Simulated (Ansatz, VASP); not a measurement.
**CaO in VASP and in Ansatz**

File INCAR:

```
SYSTEM = CaO
  ALGO = Normal
  EDIFF = 1E-6
  EDIFFG = -0.01
  ENCUT = 600
  GGA = RE
  IBRION = 2
  ISIF = 3
  ISMEAR = -1
  IVDW = 12
  LASPH = .True.
  LCHARG = .False.
  LREAL = .False.
  LWAVE = .False.
  NELM = 100
  NSW = 80
  PREC = Accurate
  SIGMA = 0.05
```

File KPOINTS:

```
k-points
0
Gamma
  10 10 10
  0 0 0
```

The input POSCAR:

```
CaO
1.0
    0.0000000000      2.4035556960      2.4035556960
    2.4035556960      0.0000000000      2.4035556960
    2.4035556960      2.4035556960      0.0000000000
Ca O
1 1
Direct
    0.0000000000      0.0000000000      0.0000000000
    0.5000000000      0.5000000000      0.5000000000
```

Contents of input.yaml:

```yaml
crystal:
  lattice:
    - [0.0, 2.403555696, 2.403555696]
    - [2.403555696, 0.0, 2.403555696]
    - [2.403555696, 2.403555696, 0.0]
  atoms:
    - { symbol: Ca, position: [0.0, 0.0, 0.0] }
    - { symbol: O, position: [0.5, 0.5, 0.5] }
kpoints:
  mp_grid: { grid: [10, 10, 10] }
scf:
  occupations: { method: fermi_dirac, width: 0.05 }
hamiltonian:
  xc: revpbe
  dispersion: d3bj
  pseudopotentials: { kind: all_electron, lapw: { basis_error: 0.001 } }
output:
  forces: true
  stress: true
relax:
  f_tol: 0.01
  max_steps: 60
  cell: {}
```

Alike in both runs: task relaxation of cell and atoms; functional revPBE; dispersion D3(BJ); k mesh 10 × 10 × 10; occupations fermi-dirac, width 0.05 eV; no spin polarisation.

```csv
,VASP,Ansatz
version,VASP 6.6.1,Ansatz 0.2.0
potentials or method,"VASP PAW PBE potentials, release 64 (Ca_sv, O), cutoff 600 eV","all-electron LAPW, scalar-relativistic"
```

|  | VASP | Ansatz | Ansatz less VASP |
| --- | --- | --- | --- |
| relaxed volume (Å³/atom) | 13.73 | 13.67 | -0.066 |
| relaxed length of the cell vector where the two differ most in proportion (Å) | 3.387 | 3.381 | -0.0054 |

VASP's potentials were made for PBE, not for revPBE. Ansatz ran all-electron here, and VASP with PAW potentials.
